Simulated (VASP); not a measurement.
# Br (Fm-3m) in VASP: a series of runs, part 2 of 2

VASP 6.6.1.

**4. Single point, PBE**

This run uses another cell than the first one, of 26.94 Å³/atom, 1.020 times its volume.

INCAR

```
PREC = Accurate ; ENCUT = 520
EDIFF = 1E-7 ; ISMEAR = -1
SIGMA = 0.06122561905347299 ; LREAL = False
LASPH = True ; NELM = 80
ALGO = Normal ; ISIF = 2
LWAVE = False ; LCHARG = True
GGA = PE ; LELF = True
LVHAR = True ; NBANDS = 10
```

KPOINTS

```
Automatic mesh
0
Gamma
  20 20 20
```

POSCAR

```
Br
1.0
    0.0000000000      2.3792919062      2.3792919062
    2.3792919062      0.0000000000      2.3792919062
    2.3792919062      2.3792919062      0.0000000000
Br
1
Direct
    0.0000000000      0.0000000000      0.0000000000
```

On the command line:

```
$ cat potpaw_PBE.64/Br/POTCAR > POTCAR
$ mpirun -np 1 vasp_std > vasp.out
```

It took 37 s on 1 thread of AMD EPYC 9R45 (Zen 5), shared host; peak memory 0.17 GiB.

The run converged. Its results:

```yaml
Free_energy: -0.9882 eV
Pressure: -0.5 GPa
```

Levels at points of the mesh, in eV from the Fermi level:
```tsv
k point	band 2	band 3	band 4	band 5	band 6	band 7
(0.00, 0.00, 0.00)	0.84	0.84	0.84	7.88	12.55	12.55
(0.50, 0.00, 0.00)	-4.34	0.22	0.22	8.37	11.93	11.93
(0.50, 0.50, 0.00)	-3.87	-1.02	-1.02	6.73	7.92	18.31
```

Caveat: an odd number of electrons without spin polarisation forces a metal; a magnetic or distorted state may lie lower.

**5. Single point, PBE**

This run uses another cell than the first one, of 27.47 Å³/atom, 1.040 times its volume.

INCAR

```
SYSTEM = Br
ALGO = Normal ; EDIFF = 1E-6
ENCUT = 520 ; GGA = PE
ISIF = 2 ; ISMEAR = -1
LASPH = .True. ; LCHARG = .True.
LELF = .True. ; LREAL = .False.
LVHAR = .True. ; LWAVE = .False.
NBANDS = 10 ; NELM = 60
PREC = Accurate ; SIGMA = 0.06122561905347299
```

KPOINTS

```
k-points
0
Gamma
  20 20 20
  0 0 0
```

POSCAR

```
Br
1.0
    0.0000000000      2.3947422866      2.3947422866
    2.3947422866      0.0000000000      2.3947422866
    2.3947422866      2.3947422866      0.0000000000
Br
1
Direct
    0.0000000000      0.0000000000      0.0000000000
```

On the command line:

```
$ cat potpaw_PBE.64/Br/POTCAR > POTCAR
$ mpirun -np 1 vasp_std > vasp.out
```

Wall time 33 s (1 thread of AMD EPYC 9R45 (Zen 5), shared host); peak memory 0.17 GiB.

Results (log left out):

```
Free energy : -0.9858 eV
Pressure    : -1.0 GPa
```

Levels at points of the mesh, in eV from the Fermi level:
| k point | band 2 | band 3 | band 4 | band 5 | band 6 | band 7 |
| --- | --- | --- | --- | --- | --- | --- |
| (0.00, 0.00, 0.00) | 0.81 | 0.81 | 0.81 | 7.78 | 12.54 | 12.54 |
| (0.50, 0.00, 0.00) | -4.21 | 0.21 | 0.21 | 8.37 | 11.93 | 11.93 |
| (0.50, 0.50, 0.00) | -3.75 | -0.99 | -0.99 | 6.79 | 7.99 | 18.07 |

Caveat: an odd number of electrons without spin polarisation forces a metal; a magnetic or distorted state may lie lower.

**6. Single point, PBE**

This run uses another cell than the first one, of 27.47 Å³/atom, 1.040 times its volume.

INCAR

```
PREC = Accurate
ENCUT = 520
EDIFF = 1E-6
ISMEAR = -1
SIGMA = 0.06122561905347299
LREAL = False
LASPH = True
NELM = 60
ALGO = Normal
ISIF = 2
LWAVE = False
LCHARG = False
GGA = PE
NBANDS = 10
```

KPOINTS

```
Automatic mesh
0
Gamma
  20 20 20
```

POSCAR is that of step 5.

Potentials or basis: VASP PAW PBE potentials, release 64 (Br).

On the command line:

```
$ cat potpaw_PBE.64/Br/POTCAR > POTCAR
$ mpirun -np 1 vasp_std > vasp.out
```

OUTCAR:

```text
PREC = Accurate
   ENCUT = 520
   EDIFF = 1E-6
   ISMEAR = -1
   LREAL = False
   LASPH = True
   NELM = 60
   ISIF = 2
   GGA = PE

 ion  position               nearest neighbor table
   1  0.000  0.000  0.000-

  LATTYP: Found a face centered cubic cell.
 ALAT       =     4.7894845732

  Lattice vectors:

 A1 = (   0.0000000000,   2.3947422866,   2.3947422866)
 A2 = (   2.3947422866,   0.0000000000,   2.3947422866)
[... 489 lines left out ...]
      8      15.1996      0.00000
      9      18.1931      0.00000
     10      18.3044      0.00000

 [... further k-points ...]

------------------------ aborting loop because EDIFF is reached ----------------------------------------

  FORCE on cell =-STRESS in cart. coord.  units (eV):
  Direction    XX          YY          ZZ          XY          YZ          ZX
  --------------------------------------------------------------------------------------
  -------------------------------------------------------------------------------------
  Total       -0.1656214     -0.1656214     -0.1656214      0.0000000      0.0000000      0.0000000
  in kB       -9.6609667     -9.6609667     -9.6609667      0.0000000      0.0000000      0.0000000
  external PRESSURE =      -9.6609667 kB  Pullay stress =       0.0000000 kB

 VOLUME and BASIS-vectors are now :
 -----------------------------------------------------------------------------
  energy-cutoff  :      520.00
  volume of cell :       27.47
      direct lattice vectors                 reciprocal lattice vectors
     0.000000000  2.394742287  2.394742287    -0.208790734  0.208790734  0.208790734
     2.394742287  0.000000000  2.394742287     0.208790734 -0.208790734  0.208790734
     2.394742287  2.394742287  0.000000000     0.208790734  0.208790734 -0.208790734

 POSITION                                       TOTAL-FORCE (eV/Angst)
 -----------------------------------------------------------------------------------
      0.00000      0.00000      0.00000         0.000000      0.000000     -0.000000
 -----------------------------------------------------------------------------------
    total drift:                               -0.000000     -0.000000     -0.000000

  FREE ENERGIE OF THE ION-ELECTRON SYSTEM (eV)
  ---------------------------------------------------
  free  energy   TOTEN  =        -0.9857886305 eV

  energy  without entropy=       -0.9623673533  energy(sigma->0) =       -0.97407799
```

OSZICAR:

```text
N       E                     dE             d eps       ncg     rms          rms(c)
DAV:   1     0.204284656501E+02    0.20428E+02   -0.29280E+03  5128   0.539E+02
DAV:   2    -0.174587472673E+00   -0.20603E+02   -0.20171E+02  6782   0.956E+01
DAV:   3    -0.983670656187E+00   -0.80908E+00   -0.77298E+00  6184   0.172E+01
DAV:   4    -0.986395278508E+00   -0.27246E-02   -0.27241E-02  6086   0.120E+00
DAV:   5    -0.986402713650E+00   -0.74351E-05   -0.74350E-05  6032   0.626E-02    0.309E+00
DAV:   6    -0.985653998275E+00    0.74872E-03   -0.18883E-03  5826   0.226E-01    0.190E+00
DAV:   7    -0.985824392818E+00   -0.17039E-03   -0.28384E-03  5662   0.291E-01    0.750E-02
DAV:   8    -0.985787224663E+00    0.37168E-04   -0.19161E-04  5772   0.638E-02    0.814E-03
DAV:   9    -0.985788284455E+00   -0.10598E-05   -0.32291E-06  5886   0.135E-02    0.305E-03
DAV:  10    -0.985788630499E+00   -0.34604E-06   -0.49647E-07  5378   0.491E-03
   1 F= -.98578863E+00 E0= -.97407799E+00  d E =-.234213E-01
```

stdout:

```text
POSCAR found type information on POSCAR Br
 POSCAR found :  1 types and       1 ions
 scaLAPACK will be used
 LDA part: xc-table for (Slater+PW92), standard interpolation
 POSCAR, INCAR and KPOINTS ok, starting setup
 FFT: planning ... GRIDC
 FFT: planning ... GRID_SOFT
 FFT: planning ... GRID
 WAVECAR not read
 entering main loop
```

Wall time 32 s (1 thread of AMD EPYC 9R45 (Zen 5), shared host); peak memory 0.17 GiB.

What came out:

```
Free energy : -0.9858 eV
Pressure    : -1.0 GPa
```

Caveat: an odd number of electrons without spin polarisation forces a metal; a magnetic or distorted state may lie lower.

**7. Overview**

| cell | gap on the mesh (eV) | pressure (GPa) |
| --- | --- | --- |
| a = 3.343 Å, angles 60.0°, 1 atom | none | 0.0 |
| a = 3.365 Å, angles 60.0°, 1 atom | none | -0.5 |
| a = 3.387 Å, angles 60.0°, 1 atom | none | -1.0 |

Alike in all rows: task single point; level PBE; potentials or basis VASP PAW PBE potentials, release 64 (Br); no spin polarisation; k mesh 20 × 20 × 20; cutoff (eV) 520; smearing fermi-dirac 0.0612256 eV.

Caveats: an odd number of electrons without spin polarisation forces a metal; a magnetic or distorted state may lie lower.

Total energies depend on the potentials used, so only differences within one code and one set of settings carry meaning.
